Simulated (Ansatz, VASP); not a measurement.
**NiO in VASP and in Ansatz**

```
Ni O
1.0
     0.00000    2.13314    2.09131
     2.13314    0.00000    2.09131
     2.13314    2.13314    0.00000
Ni O
1 1
Cartesian
  0.0000 0.0000 0.0000
  2.1331 2.1331 2.0913
```

Change from the starting cell: equal xx and yy strain of +2 %, crystal datasets.

Alike in both runs: task electric field gradients; functional PBE; k mesh 17 × 17 × 17; occupations fermi-dirac, width 0.03 eV; collinear spin.

|  | VASP | Ansatz |
| --- | --- | --- |
| version | VASP 6.6.1 | Ansatz 0.2.0 |
| potentials or method | VASP PAW PBE potentials, release 64 (Ni, O), cutoff 520 eV | all-electron PAW with datasets made for the crystal, scalar-relativistic |

|  | VASP | Ansatz | Ansatz less VASP |
| --- | --- | --- | --- |
| pressure (GPa) | -2.8 | -2.1 | +0.76 |
| traceless stress, the component that is largest in VASP (GPa) | 0.96 | 1.18 | +0.217 |
| net moment per atom (μB) | 0.90 | 0.93 | +0.032 |
| size of the moment on the site where the two differ most (μB) | 0.28 | 0.31 | +0.029 |
| size of Vzz on the site where it differs most (V/Å²) | 2.6 | 4.1 | +1.54 |

Site moments also hang on the region over which each program counts them. Ansatz ran all-electron here, and VASP with PAW potentials.
